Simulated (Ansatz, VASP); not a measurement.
## HfMoC2: VASP beside Ansatz

```
Hf Mo C
1.0
     3.19142    0.00000    0.00000
     0.00000    3.19142    0.00000
     0.00000    0.00000    4.48516
Hf Mo C
1 1 2
Direct
  0.00000 0.00000 0.00000
  0.50000 0.50000 0.50000
  0.50000 0.50000 0.00000
  0.00000 0.00000 0.50000
```

Alike in both runs: task single point; functional r2SCAN; k mesh 8 × 8 × 6; occupations fermi-dirac, width 0.05 eV; no spin polarisation.

```csv
,VASP,Ansatz
version,VASP 6.6.1,Ansatz 0.2.0
potentials or method,"VASP PAW PBE potentials, release 64 (Hf_pv, Mo_sv, C)",Ansatz PAW
plane-wave cutoff (eV),520,500
valence electrons in the cell,32,48
```

Ansatz gave:

| Item | Value |
| --- | --- |
| gap on the k mesh at the Fermi level (eV) | none |
| pressure (GPa) | -3.1 |
| traceless stress, the component that is largest in VASP (GPa) | -3.03 |

Q: What did VASP give for the same quantities?

A: gap on the k mesh at the Fermi level (eV): none; pressure (GPa): -3.1; traceless stress, the component that is largest in VASP (GPa): -3.00.

VASP's potentials were made for PBE, not for r2SCAN. A gap of «none» marks a metal or a gap that the smearing closes. The functional is the same, so the differences come from potentials, cutoffs and numerics. VASP's potentials hold 32 valence electrons a cell and Ansatz's 48, so a difference there can come from the potentials and not from the codes.

Spin-orbit coupling is off throughout.
